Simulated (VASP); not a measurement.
# Re (P6_3/mmc) in VASP: further runs, part 2 of 2

VASP 6.6.1.

## 4. Single point, PBEsol

This run uses another cell than the first one, of 14.44 Å³/atom, 1.035 times its volume.

File INCAR:

```
SYSTEM = Re
PREC = Accurate
ENCUT = 520
EDIFF = 1E-6
ISMEAR = -1
SIGMA = 0.3
LREAL = .FALSE.
LASPH = .TRUE.
NELM = 60
ALGO = Normal
ISIF = 2
LWAVE = .FALSE.
LCHARG = .FALSE.
GGA = PS
NBANDS = 14
```

File KPOINTS:

```
Automatic mesh
0
G
  9 9 5
  0 0 0
```

File POSCAR:

```
Re
1.0
    2.7488929209      0.0000000000      0.0000000000
   -1.3744464604      2.3806111018      0.0000000000
    0.0000000000      0.0000000000      4.4118402950
Re
2
Direct
    0.3333333333      0.6666666667      0.2500000000
    0.6666666667      0.3333333333      0.7500000000
```

Potentials or basis: VASP PAW PBE potentials, release 64 (Re).

Launch:

```console
$ cat potpaw_PBE.64/Re/POTCAR > POTCAR
$ mpirun -np 1 vasp_std > vasp.out
```

OUTCAR:

```text
SYSTEM = Re
   PREC = Accurate
   ENCUT = 520
   EDIFF = 1E-6
   ISMEAR = -1
   LREAL = .FALSE.
   LASPH = .TRUE.
   NELM = 60
   ISIF = 2
   GGA = PS

 ion  position               nearest neighbor table
   1  0.333  0.667  0.250-   2 2.72   2 2.72   2 2.72   2 2.72   2 2.72   2 2.72
   2  0.667  0.333  0.750-   1 2.72   1 2.72   1 2.72   1 2.72   1 2.72   1 2.72

  LATTYP: Found a hexagonal cell.
 ALAT       =     2.7488929209
 C/A-ratio  =     1.6049516740

  Lattice vectors:

 A1 = (   2.7488929209,   0.0000000000,   0.0000000000)
 A2 = (  -1.3744464604,   2.3806111018,   0.0000000000)
 A3 = (   0.0000000000,   0.0000000000,   4.4118402950)

Analysis of symmetry for initial positions (statically):
=====================================================================
 Subroutine PRICEL returns:
 Original cell was already a primitive cell.

 Routine SETGRP: Setting up the symmetry group for a
 hexagonal supercell.

 Subroutine GETGRP returns: Found 24 space group operations
 (whereof 12 operations were pure point group operations)
 out of a pool of 24 trial point group operations.

The static configuration has the point symmetry D_3d.
 The point group associated with its full space group is D_6h.

Analysis of symmetry for dynamics (positions and initial velocities):
=====================================================================
 Subroutine PRICEL returns:
 Original cell was already a primitive cell.

 Routine SETGRP: Setting up the symmetry group for a
 hexagonal supercell.

 Subroutine GETGRP returns: Found 24 space group operations
 (whereof 12 operations were pure point group operations)
 out of a pool of 24 trial point group operations.

The dynamic configuration has the point symmetry D_3d.
 The point group associated with its full space group is D_6h.

 Subroutine INISYM returns: Found 24 space group operations
[... 117 lines left out ...]
     AMIX_MAG =   1.60;   BMIX_MAG =  1.00
  volume/ion in A,a.u.               =      14.44        97.42
  Fermi-wavevector in a.u.,A,eV,Ry     =   1.286161  2.430493 22.506911  1.654211
  Thomas-Fermi vector in A             =   2.418252
   LORBIT       =      0    0 simple, 1 ext, 2 COOP (PROOUT), +10 PAW based schemes
   GGA     = PS    functional components
   LHFCALC =     F    Hartree Fock is set to
   AEXX    =    0.0000 exact exchange contribution
   IVDW    =     0    specifies the selected vdW correction
   LEPSILON=     F    determine dielectric tensor
   LRPA    =     F    only Hartree local field effects (RPA)
 non-spin polarized calculation
  energy-cutoff  :      520.00
  volume of cell :       28.87
 maximum number of plane-waves:       788
   NGX = 11   NGY = 11   NGZ = 17

 number of electron      14.0000001 magnetization

 Free energy of the ion-electron system (eV)
  ---------------------------------------------------
  ext. energy  EPLUGINS =         0.00000000
  ---------------------------------------------------
  free energy    TOTEN  =       -26.97970414 eV

  energy without entropy =      -26.47698568  energy(sigma->0) =      -26.72834491

 E-fermi :   8.0273     XC(G=0): -13.9224

 val. band max:        8.0148325382   @ k =   0.1111   0.0000   0.0000
 cond. band min:       8.0951411692   @ k =   0.0000   0.0000   0.0000
 fundamental gap:      0.0803086309
 Fermi energy:         8.0273243804

 k-point     1 :       0.0000    0.0000    0.0000
  band No.  band energies     occupation
      1      -2.0756      2.00000
      2       1.1803      2.00000
      3       6.3085      1.99352
      4       6.3085      1.99352
      5       6.4063      1.99104
      6       7.1938      1.88300
      7       7.1938      1.88300
      8       8.0951      0.88745
      9       8.0951      0.88745
     10       8.6826      0.20238
     11      11.4223      0.00002
     12      11.4223      0.00002
     13      18.2853      0.00000
     14      22.1124      0.00000
[... 377 lines left out ...]
      1       2.8994      2.00000
      2       3.6218      2.00000
      3       3.6218      2.00000
      4       4.5060      1.99998
      5       5.7675      1.99893
      6       5.7675      1.99893
      7       7.8486      1.28931
      8      10.3599      0.00084
      9      11.3075      0.00004
     10      11.3075      0.00004
     11      15.1663      0.00000
     12      15.1663      0.00000
     13      17.8780      0.00000
     14      22.0814      0.00000

 [... further k-points ...]
[... 5 lines left out ...]
  --------------------------------------------------------------------------------------
  -------------------------------------------------------------------------------------
  Total        0.9367472      0.9367472      0.9138364      0.0000000     -0.0000000      0.0000000
  in kB       51.9836669     51.9836669     50.7122613      0.0000000     -0.0000000      0.0000000
  external PRESSURE =      51.5598651 kB  Pullay stress =       0.0000000 kB

 VOLUME and BASIS-vectors are now :
 -----------------------------------------------------------------------------
  energy-cutoff  :      520.00
  volume of cell :       28.87
      direct lattice vectors                 reciprocal lattice vectors
     2.748892921  0.000000000  0.000000000     0.363782813  0.210030105  0.000000000
    -1.374446460  2.380611102  0.000000000     0.000000000  0.420060210  0.000000000
     0.000000000  0.000000000  4.411840295     0.000000000  0.000000000  0.226662783

 POSITION                                       TOTAL-FORCE (eV/Angst)
 -----------------------------------------------------------------------------------
     -0.00000      1.58707      1.10296         0.000000     -0.000000      0.000000
      1.37445      0.79354      3.30888        -0.000000      0.000000      0.000000
 -----------------------------------------------------------------------------------
    total drift:                               -0.000000      0.000000     -0.000000

  FREE ENERGIE OF THE ION-ELECTRON SYSTEM (eV)
  ---------------------------------------------------
  free  energy   TOTEN  =       -26.9797041415 eV

  energy  without entropy=      -26.4769856839  energy(sigma->0) =      -26.72834491
```

stdout:

```text
POSCAR found type information on POSCAR Re
 POSCAR found :  1 types and       2 ions
 scaLAPACK will be used
 -----------------------------------------------------------------------------
|                                                                             |
|                                                                             |
|     You enforced a specific xc type in the INCAR file but a different       |
|     I HOPE YOU KNOW WHAT YOU ARE DOING!                                     |
|                                                                             |
 -----------------------------------------------------------------------------

 LDA part: xc-table for (Slater+PW92), standard interpolation
 POSCAR, INCAR and KPOINTS ok, starting setup
 FFT: planning ... GRIDC
 FFT: planning ... GRID_SOFT
 FFT: planning ... GRID
 WAVECAR not read
 entering main loop
```

Wall time 11 s (1 thread of Intel Xeon Platinum 8375C at 2.90GHz (Ice Lake), shared host); peak memory 0.14 GiB.

Results:

```yaml
Free_energy: -26.9797 eV
Pressure: 5.2 GPa
Band_gap_on_the_k_mesh: zero (band 7 reaches 9.22 eV, above the bottom of band 8 at 6.36 eV)
```

Stress tensor (GPa, compression positive):
```
5.20 0.00 0.00
0.00 5.20 0.00
0.00 0.00 5.07
```

Caveat: the PAW data sets were made with another functional, which shifts forces and pressure a little; spin-orbit coupling is left out, which moves the levels of the heavy elements.

## 5. Single point, PBEsol

This run uses another cell than the first one, of 14.26 Å³/atom, 1.023 times its volume.

File INCAR:

```
PREC     = Accurate       # precision mode
ENCUT    = 520            # plane-wave cutoff, eV
EDIFF    = 1E-7           # SCF threshold, eV
ISMEAR   = -1             # smearing method
SIGMA    = 0.3            # smearing width, eV
LREAL    = False          # projectors in reciprocal space
LASPH    = True           # aspherical terms in the spheres
NELM     = 60             # most SCF steps
ALGO     = Normal         # electronic algorithm
ISIF     = 2              # what is computed and relaxed
LWAVE    = False          # write WAVECAR
LCHARG   = False          # write CHGCAR
GGA      = PS             # functional
NBANDS   = 14             # bands
```

File KPOINTS:

```
regular mesh
0
Gamma
  9 9 5
```

File POSCAR:

```
Re
1.0
    2.7377079773      0.0000000000      0.0000000000
   -1.3688539886      2.3709246565      0.0000000000
    0.0000000000      0.0000000000      4.3948014136
Re
2
Direct
    0.3333333333      0.6666666667      0.2500000000
    0.6666666667      0.3333333333      0.7500000000
```

Potentials or basis: VASP PAW PBE potentials, release 64 (Re).

Launch:

```console
$ cat potpaw_PBE.64/Re/POTCAR > POTCAR
$ mpirun -np 1 vasp_std > vasp.out
```

OUTCAR:

```text
PREC = Accurate
   ENCUT = 520
   EDIFF = 1E-7
   ISMEAR = -1
   LREAL = False
   LASPH = True
   NELM = 60
   ISIF = 2
   GGA = PS

 ion  position               nearest neighbor table
   1  0.333  0.667  0.250-   2 2.71   2 2.71   2 2.71   2 2.71   2 2.71   2 2.71
   2  0.667  0.333  0.750-   1 2.71   1 2.71   1 2.71   1 2.71   1 2.71   1 2.71

  LATTYP: Found a hexagonal cell.
 ALAT       =     2.7377079773
 C/A-ratio  =     1.6052849501

  Lattice vectors:

 A1 = (   2.7377079773,   0.0000000000,   0.0000000000)
 A2 = (  -1.3688539886,   2.3709246565,   0.0000000000)
 A3 = (   0.0000000000,   0.0000000000,   4.3948014136)

Analysis of symmetry for initial positions (statically):
=====================================================================
 Subroutine PRICEL returns:
 Original cell was already a primitive cell.

 Routine SETGRP: Setting up the symmetry group for a
 hexagonal supercell.

 Subroutine GETGRP returns: Found 24 space group operations
 (whereof 12 operations were pure point group operations)
 out of a pool of 24 trial point group operations.

The static configuration has the point symmetry D_3d.
 The point group associated with its full space group is D_6h.

Analysis of symmetry for dynamics (positions and initial velocities):
=====================================================================
 Subroutine PRICEL returns:
 Original cell was already a primitive cell.

 Routine SETGRP: Setting up the symmetry group for a
 hexagonal supercell.

 Subroutine GETGRP returns: Found 24 space group operations
 (whereof 12 operations were pure point group operations)
 out of a pool of 24 trial point group operations.

The dynamic configuration has the point symmetry D_3d.
 The point group associated with its full space group is D_6h.

 Subroutine INISYM returns: Found 24 space group operations
 (whereof 12 operations are pure point group operations),
 and found     1 'primitive' translations

[... 115 lines left out ...]
  volume/ion in A,a.u.               =      14.26        96.25
  Fermi-wavevector in a.u.,A,eV,Ry     =   1.291327  2.440254 22.688050  1.667525
  Thomas-Fermi vector in A             =   2.423103
   LORBIT       =      0    0 simple, 1 ext, 2 COOP (PROOUT), +10 PAW based schemes
   GGA     = PS    functional components
   LHFCALC =     F    Hartree Fock is set to
   AEXX    =    0.0000 exact exchange contribution
   IVDW    =     0    specifies the selected vdW correction
   LEPSILON=     F    determine dielectric tensor
   LRPA    =     F    only Hartree local field effects (RPA)
 non-spin polarized calculation
  energy-cutoff  :      520.00
  volume of cell :       28.53
 maximum number of plane-waves:       779
   NGX = 11   NGY = 11   NGZ = 17

 number of electron      14.0000000 magnetization

 Free energy of the ion-electron system (eV)
  ---------------------------------------------------
  ext. energy  EPLUGINS =         0.00000000
  ---------------------------------------------------
  free energy    TOTEN  =       -26.96287457 eV

  energy without entropy =      -26.46767911  energy(sigma->0) =      -26.71527684

 E-fermi :   8.1786     XC(G=0): -13.9885

 val. band max:        8.1719130689   @ k =   0.1111  -0.0000   0.0000
 cond. band min:       8.2475722097   @ k =   0.0000   0.0000   0.0000
 fundamental gap:      0.0756591408
 Fermi energy:         8.1786370811

 k-point     1 :       0.0000    0.0000    0.0000
  band No.  band energies     occupation
      1      -2.0074      2.00000
      2       1.2399      2.00000
      3       6.4264      1.99420
      4       6.4264      1.99420
      5       6.5242      1.99198
      6       7.3285      1.88895
      7       7.3285      1.88895
      8       8.2476      0.88561
      9       8.2476      0.88561
     10       8.8612      0.18639
     11      11.6301      0.00002
     12      11.6301      0.00002
     13      18.5979      0.00000
     14      22.2803      0.00000
[... 377 lines left out ...]
      1       2.9599      2.00000
      2       3.7158      2.00000
      3       3.7158      2.00000
      4       4.6114      1.99999
      5       5.8896      1.99903
      6       5.8896      1.99903
      7       7.9971      1.29370
      8      10.5450      0.00075
      9      11.5153      0.00003
     10      11.5153      0.00003
     11      15.4251      0.00000
     12      15.4251      0.00000
     13      18.1737      0.00000
     14      22.4314      0.00000

 [... further k-points ...]
[... 5 lines left out ...]
  --------------------------------------------------------------------------------------
  -------------------------------------------------------------------------------------
  Total        1.8389888      1.8389888      1.8139391      0.0000000      0.0000000      0.0000000
  in kB      103.2869719    103.2869719    101.8800525      0.0000000      0.0000000      0.0000000
  external PRESSURE =     102.8179988 kB  Pullay stress =       0.0000000 kB

 VOLUME and BASIS-vectors are now :
 -----------------------------------------------------------------------------
  energy-cutoff  :      520.00
  volume of cell :       28.53
      direct lattice vectors                 reciprocal lattice vectors
     2.737707977  0.000000000  0.000000000     0.365269053  0.210888186  0.000000000
    -1.368853989  2.370924657  0.000000000     0.000000000  0.421776372  0.000000000
     0.000000000  0.000000000  4.394801414     0.000000000  0.000000000  0.227541567

 POSITION                                       TOTAL-FORCE (eV/Angst)
 -----------------------------------------------------------------------------------
     -0.00000      1.58062      1.09870        -0.000000      0.000000      0.000000
      1.36885      0.79031      3.29610         0.000000      0.000000      0.000000
 -----------------------------------------------------------------------------------
    total drift:                               -0.000000      0.000000     -0.000000

  FREE ENERGIE OF THE ION-ELECTRON SYSTEM (eV)
  ---------------------------------------------------
  free  energy   TOTEN  =       -26.9628745740 eV

  energy  without entropy=      -26.4676791114  energy(sigma->0) =      -26.71527684
```

stdout:

```text
POSCAR found type information on POSCAR Re
 POSCAR found :  1 types and       2 ions
 scaLAPACK will be used
 -----------------------------------------------------------------------------
|                                                                             |
|                                                                             |
|     You enforced a specific xc type in the INCAR file but a different       |
|     I HOPE YOU KNOW WHAT YOU ARE DOING!                                     |
|                                                                             |
 -----------------------------------------------------------------------------

 LDA part: xc-table for (Slater+PW92), standard interpolation
 POSCAR, INCAR and KPOINTS ok, starting setup
 FFT: planning ... GRIDC
 FFT: planning ... GRID_SOFT
 FFT: planning ... GRID
 WAVECAR not read
 entering main loop
```

It took 12 s on 1 thread of Intel Xeon Platinum 8375C at 2.90GHz (Ice Lake), shared host; peak memory 0.14 GiB.

What came out:

| Property | Result |
| --- | --- |
| Free energy | -26.9629 eV |
| Pressure | 10.3 GPa |
| Band gap on the k mesh | zero (band 7 reaches 9.41 eV, above the bottom of band 8 at 6.49 eV) |

Levels at points of the mesh, in eV from the Fermi level:
```
           k point  band 5  band 6  band 7  band 8  band 9  band 10
(0.00, 0.00, 0.00)   -1.65   -0.85   -0.85    0.07    0.07     0.68
```

Caveat: the PAW data sets were made with another functional, which shifts forces and pressure a little; spin-orbit coupling is left out, which moves the levels of the heavy elements.

## 6. Overview

| cell | gap on the mesh (eV) | pressure (GPa) |
| --- | --- | --- |
| a = 2.717, b = 2.717, c = 4.363 Å, angles 90.0, 90.0, 120.0°, 2 atoms | none | 20.5 |
| a = 2.761, b = 2.761, c = 4.430 Å, angles 90.0, 90.0, 120.0°, 2 atoms | none | 0.0 |
| a = 2.749, b = 2.749, c = 4.412 Å, angles 90.0, 90.0, 120.0°, 2 atoms | none | 5.2 |
| a = 2.738, b = 2.738, c = 4.395 Å, angles 90.0, 90.0, 120.0°, 2 atoms | none | 10.3 |

Alike in all rows: task single point; level PBEsol; potentials or basis VASP PAW PBE potentials, release 64 (Re); no spin polarisation; k mesh 9 × 9 × 5; cutoff (eV) 520; smearing fermi-dirac 0.3 eV.

Caveats: the PAW data sets were made with another functional, which shifts forces and pressure a little; spin-orbit coupling is left out, which moves the levels of the heavy elements.

Total energies depend on the potentials used, so only differences within one code and one set of settings carry meaning.
